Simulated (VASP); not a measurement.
Wanted: the native input for a VASP 6.6.1 run.

```
Task                   : single point
Functional             : PBEsol
Potentials or basis    : VASP PAW PBE potentials, release 64 (Li_sv, H)
Cutoff                 : 520 eV
k mesh                 : 6 × 6 × 6
Occupations            : fermi-dirac, width 0.05 eV
Spin                   : no spin polarisation
Dipole correction      : no
Further INCAR settings : ALGO = Normal; EDIFF = 1e-06; NBANDS = 9
```

The structure of LiH lies in POSCAR:

```
LiH
1.0
    0.0000000000      2.0367500000      2.0367500000
    2.0367500000      0.0000000000      2.0367500000
    2.0367500000      2.0367500000      0.0000000000
Li H
1 1
Direct
    0.0000000000      0.0000000000      0.0000000000
    0.5000000000      0.5000000000      0.5000000000
```

The input as run:

INCAR

```
ALGO     = Normal         # electronic algorithm
EDIFF    = 1E-6           # SCF threshold, eV
ENCUT    = 520            # plane-wave cutoff, eV
GGA      = PS             # functional
ISIF     = 2              # what is computed and relaxed
ISMEAR   = -1             # smearing method
LASPH    = True           # aspherical terms in the spheres
LCHARG   = False          # write CHGCAR
LREAL    = False          # projectors in reciprocal space
LWAVE    = False          # write WAVECAR
NBANDS   = 9              # bands
NELM     = 80             # most SCF steps
PREC     = Accurate       # precision mode
SIGMA    = 0.05           # smearing width, eV
```

KPOINTS

```
k-points
0
Gamma
  6 6 6
```

Potentials or basis: VASP PAW PBE potentials, release 64 (Li_sv, H).

Command:

```bash
$ cat potpaw_PBE.64/Li_sv/POTCAR potpaw_PBE.64/H/POTCAR > POTCAR
$ mpirun -np 1 vasp_std > vasp.out
```

It gave:

The band gap on the k mesh is 2.78 eV, direct.

Caveat: the k points lie up to 0.45 Å⁻¹ apart.

It took 2 s on 1 thread of Intel(R) Xeon(R) 6975P-C (Granite Rapids), with other jobs on the host, peak memory 0.12 GiB.
